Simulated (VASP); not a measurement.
**RuRh2: relaxation of cell and atoms with PBE**

Crystal: RuRh2.

```
Ru Rh
1.0
     2.65296    0.00000    0.00000
     0.00000    2.65296    0.00000
     0.00000    0.00000    5.05447
Ru Rh
1 2
Cartesian
  0.0000 0.0000 0.0000
  1.3265 1.3265 3.6827
  1.3265 1.3265 1.3718
```

The cell was generated, and may not be a known phase.

* Program: VASP 6.6.1
* Task: relaxation of cell and atoms
* Functional: PBE
* Potentials or basis: VASP PAW PBE potentials, release 64 (Ru_pv, Rh_pv)
* Cutoff: 600 eV
* k mesh: 6 × 6 × 4
* Occupations: gaussian, width 0.1 eV
* Spin: no spin polarisation
* Dipole correction: no
* Further INCAR settings: ALGO = Normal; EDIFF = 1e-06; IBRION = 2; EDIFFG = -0.04; NSW = 90; ISIF = 3

* Relaxed volume: 15.08 Å³/atom
* Relaxed cell: a = 2.722 Å, b = 2.722 Å, c = 6.108 Å, α = 90.00°, β = 90.00°, γ = 90.00°
* Space group after relaxing (to 0.1 Å): P4/mmm (No. 123)
* Pressure after relaxing: 0.0 GPa
* Largest force after relaxing: 0.019 eV/Å
* Band gap on the k mesh: zero (bands 22 and 23 overlap by 1.73 eV)

Forces in eV/Å, atoms in the order of the input:
```
Ru   0.000  0.000  0.000
Rh   0.000  0.000  0.019
Rh   0.000  0.000 -0.019
```

Final structure:
```
Ru Rh
1.0
     2.72169    0.00000    0.00000
     0.00000    2.72169    0.00000
     0.00000    0.00000    6.10787
Ru Rh
1 2
Direct
  0.00000 0.00000 0.00000
  0.50000 0.50000 0.70659
  0.50000 0.50000 0.29341
```

Levels at points of the mesh, in eV from the Fermi level:
```tsv
k point	band 19	band 20	band 21	band 22	band 23	band 24	band 25	band 26
(0.00, 0.00, 0.00)	-1.76	-1.76	-0.74	-0.01	0.02	0.88	1.24	1.24
(0.50, 0.00, 0.00)	-2.29	-1.65	-0.39	0.25	0.89	1.04	2.00	2.92
(0.50, 0.50, 0.00)	0.54	0.87	0.87	1.09	1.19	1.63	3.65	3.65
(0.00, 0.00, 0.50)	-0.69	-0.69	-0.68	-0.18	-0.11	0.47	0.47	0.95
(0.50, 0.00, 0.50)	-1.43	-1.43	-1.17	0.11	0.55	0.77	1.04	2.94
(0.50, 0.50, 0.50)	-1.07	0.76	1.10	1.18	1.30	1.63	6.10	6.10
```

Wall time 7 min on 1 thread of AMD EPYC 7R13 Processor (Zen 3) (shared host), peak memory 0.16 GiB.

Caveat: the k points lie up to 0.38 Å⁻¹ apart in the final cell, too coarse for converged energies and pressures of a metal; the volume moved by over 15 % at a fixed basis, so the end points are rough.
